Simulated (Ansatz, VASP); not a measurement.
One calculation of Au, two programs

Contents of INCAR:

```
SYSTEM = Au
PREC = Accurate
ENCUT = 520
EDIFF = 1E-6
ISMEAR = -1
SIGMA = 0.1
LREAL = .False.
LASPH = .True.
NELM = 60
ALGO = Normal
ISIF = 2
LWAVE = .False.
LCHARG = .True.
GGA = CA
LELF = .True.
LVHAR = .True.
NBANDS = 30
```

KPOINTS

```
Automatic mesh
0
Gamma
  14 14 4
  0 0 0
```

File POSCAR:

```
Au
1.0
    2.8435945126      0.0000000000      0.0000000000
   -1.4217972563      2.4626250860      0.0000000000
    0.0000000000      0.0000000000      9.4682008314
Au
4
Direct
    0.0000000000      1.0000000000      0.0000000000
    0.0000000000      1.0000000000      0.5000000000
    0.3333333333      0.6666666667      0.2500000000
    0.6666666667      0.3333333333      0.7500000000
```

Input for Ansatz:

```yaml
crystal:
  lattice:
    - [2.8435945126, 0.0, 0.0]
    - [-1.4217972563, 2.462625086, 0.0]
    - [0.0, 0.0, 9.4682008314]
  atoms:
    - { symbol: Au, position: [0.0, 1.0, 0.0] }
    - { symbol: Au, position: [0.0, 1.0, 0.5] }
    - { symbol: Au, position: [0.3333333333, 0.6666666667, 0.25] }
    - { symbol: Au, position: [0.6666666667, 0.3333333333, 0.75] }
hamiltonian:
  xc: lda
  pseudopotentials:
    kind: paw
    azcp:
      Au: "pseudopotentials/Au.paw.azcp"
basis:
  ecutwfc: 420
  fft_grid_basis: typed
kpoints:
  mp_grid: { grid: [14, 14, 4], shift: [0, 0, 0] }
magnetization:
  spin_polarized: false
scf:
  occupations: { method: fermi_dirac, width: 0.1 }
  lower_state_search: "off"
output:
  stress: true
  write_density: true
  write_potential: true
  elf: true
  volumetric_format: npy
```

Alike in both runs: task single point; functional LDA; k mesh 14 × 14 × 4; occupations fermi-dirac, width 0.1 eV; no spin polarisation.

|  | VASP | Ansatz |
| --- | --- | --- |
| version | VASP 6.6.1 | Ansatz 0.2.0 |
| potentials or method | VASP PAW LDA potentials, release 64 (Au), cutoff 520 eV | plane waves (420 eV) with PAW, scalar-relativistic |
| valence electrons in the cell | 44 | 76 |

VASP gave:

```
pressure (GPa)                                                : 0.6
traceless stress, the component that is largest in VASP (GPa) : -0.40
```

Estimate Ansatz's values.

pressure (GPa): 0.1; traceless stress, the component that is largest in VASP (GPa): -0.31.

Ansatz warns that its potentials were made for another functional, while VASP's fit it. LDA's correlation is that of Perdew and Zunger in VASP and of Perdew and Wang (1992) in Ansatz. VASP's potentials hold 44 valence electrons a cell and Ansatz's 76, so a difference there can come from the potentials and not from the codes.

Spin-orbit coupling is off throughout.
